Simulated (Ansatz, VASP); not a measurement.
# Ag: VASP beside Ansatz

File INCAR:

```
SYSTEM = Ag
PREC = Accurate
ENCUT = 500
EDIFF = 1E-6
ISMEAR = 1
SIGMA = 0.1
LREAL = .FALSE.
LASPH = .TRUE.
NELM = 120
ALGO = Normal
ISIF = 2
LWAVE = .FALSE.
LCHARG = .FALSE.
NBANDS = 18
GGA_COMPAT = .FALSE.
```

The input KPOINTS:

```
regular mesh
0
G
  18 18 10
  0 0 0
```

The input POSCAR:

```
Ag
1.0
    2.9299980804      0.0000000000      0.0000000000
   -1.4649990402      2.5374527707      0.0000000000
    0.0000000000      0.0000000000      5.1492500000
Ag
2
Direct
    0.3333333333      0.6666666667      0.2500000000
    0.6666666667      0.3333333333      0.7500000000
```

Input for Ansatz:

```yaml
crystal:
  lattice:
    - [2.9299980804, 0.0, 0.0]
    - [-1.4649990402, 2.5374527707, 0.0]
    - [0.0, 0.0, 5.14925]
  atoms:
    - { symbol: Ag, position: [0.3333333333, 0.6666666667, 0.25] }
    - { symbol: Ag, position: [0.6666666667, 0.3333333333, 0.75] }
basis:
  ecutwfc: 420
kpoints:
  mp_grid: { grid: [18, 18, 10] }
hamiltonian:
  xc: lda
scf:
  occupations: { method: methfessel_paxton, width: 0.1 }
output:
  forces: true
  stress: true
  eigenvalues: true
```

Change from the starting cell: strain +0.0750 x Voigt [0, 0, 1, 0, 0, 0], atoms carried along.

Alike in both runs: task single point; functional LDA; k mesh 18 × 18 × 10; occupations methfessel-paxton of order 1, width 0.1 eV; no spin polarisation.

|  | VASP | Ansatz |
| --- | --- | --- |
| version | VASP 6.6.1 | Ansatz 0.2.0 |
| potentials or method | VASP PAW LDA potentials, release 64 (Ag), cutoff 500 eV | scalar-relativistic, plane waves, PAW |
| valence electrons in the cell | 22 | 38 |

|  | VASP | Ansatz | Ansatz less VASP |
| --- | --- | --- | --- |
| gap on the k mesh at the Fermi level (eV) | none | none | - |
| pressure (GPa) | -14.0 | -14.2 | -0.20 |
| traceless stress, the component that is largest in VASP (GPa) | -2.16 | -2.13 | +0.033 |

LDA's correlation is that of Perdew and Zunger in VASP and of Perdew and Wang (1992) in Ansatz. A gap of «none» marks a metal or a gap that the smearing closes. VASP's potentials hold 22 valence electrons a cell and Ansatz's 38, so a difference there can come from the potentials and not from the codes.
